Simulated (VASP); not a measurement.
Input of a VASP 6.6.1 run:

File INCAR:

```
ALGO = Normal ; EDIFF = 1E-7
ENCUT = 520 ; GGA = PE
ISIF = 2 ; ISMEAR = 0
LASPH = True ; LCHARG = False
LREAL = False ; LWAVE = False
NBANDS = 16 ; NELM = 80
PREC = Accurate ; SIGMA = 0.2
```

The input KPOINTS:

```
k-points
0
Gamma
  8 4 8
```

The input POSCAR:

```
Li2H
1.0
    1.4049270659     -2.4334050591      0.0000000000
   -4.2147811977     -2.4334050591      0.0000000000
    0.0000000000      1.6222700394     -5.1137827000
Li H
4 2
Direct
    0.8777069500      0.9592356500      0.7554139000
    0.3777069500      0.4592356500      0.7554139000
    0.6222680000      0.5407560000      0.2445360000
    0.1222680000      0.0407560000      0.2445360000
    0.9995720000      0.6665240000      0.9991440000
    0.4995720000      0.1665240000      0.9991440000
```

Potentials or basis: VASP PAW PBE potentials, release 64 (Li_sv, H).

Command:

```bash
$ cat potpaw_PBE.64/Li_sv/POTCAR potpaw_PBE.64/H/POTCAR > POTCAR
$ mpirun -np 1 vasp_std > vasp.out
```

Question: Estimate the band gap on the k mesh.

Answer: Zero (band 7 reaches 2.91 eV, above the bottom of band 8 at 0.03 eV).

Question: Predict the largest force.

Answer: 0.005 eV/Å.

Forces on the atoms (eV/Å):
```
Li   0.001  0.001 -0.002
Li   0.001  0.001 -0.002
Li   0.004  0.002  0.002
Li   0.004  0.002  0.002
H   -0.005 -0.003  0.000
H   -0.005 -0.003  0.000
```
